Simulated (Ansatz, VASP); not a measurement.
Two plane-wave programs on CdF2

```
Cd F
1.0
     0.00180    0.00176   -3.55281
    -0.00038   -5.24550    0.00250
   -10.29796   -0.00099    0.00539
Cd F
4 8
Direct
  0.00005 0.00003 0.00001
  0.99997 0.99999 0.50000
  0.50017 0.49992 0.75001
  0.49980 0.50011 0.25002
  0.00049 0.69410 0.84613
  0.00011 0.69468 0.34590
  0.50001 0.19403 0.90387
  0.49993 0.19467 0.40409
  0.99986 0.30532 0.65410
  0.99950 0.30597 0.15386
  0.50001 0.80525 0.59587
  0.50009 0.80594 0.09613
```

Change from the starting cell: cell x2, atoms moved at random (sigma 0.1 Å) and cell strained at random (1.5 %), then relaxed without symmetry.

Alike in both runs: functional PBE; k mesh 4 × 4 × 2; occupations gaussian, width 0.1 eV; no spin polarisation.

Ansatz relaxed the structure, and its values are those at the end. VASP's run is a single point on that final structure, the one shown.

|  | VASP | Ansatz |
| --- | --- | --- |
| version | VASP 6.6.1 | Ansatz 0.2.0 |
| potentials or method | VASP PAW PBE potentials, release 64 (Cd, F), cutoff 520 eV | scalar-relativistic, plane waves, PAW |
| valence electrons in the cell | 104 | 136 |

VASP gave:

| Item | Value |
| --- | --- |
| gap on the k mesh at the Fermi level (eV) | 2.89 |
| least direct gap on the mesh (eV) | 2.89 |
| pressure (GPa) | 0.7 |
| rms of the force components (eV/Å) | 0.004 |

Q: Which values does Ansatz return?

A: gap on the k mesh at the Fermi level (eV): 2.92; least direct gap on the mesh (eV): 2.92; pressure (GPa): 0.1; rms of the force components (eV/Å): 0.001.

With one functional, cell and mesh, what is left measures potentials, basis and numerics. VASP's potentials hold 104 valence electrons a cell and Ansatz's 136, so a difference there can come from the potentials and not from the codes.

The k mesh is coarse, so the values compare programs but aren't converged.
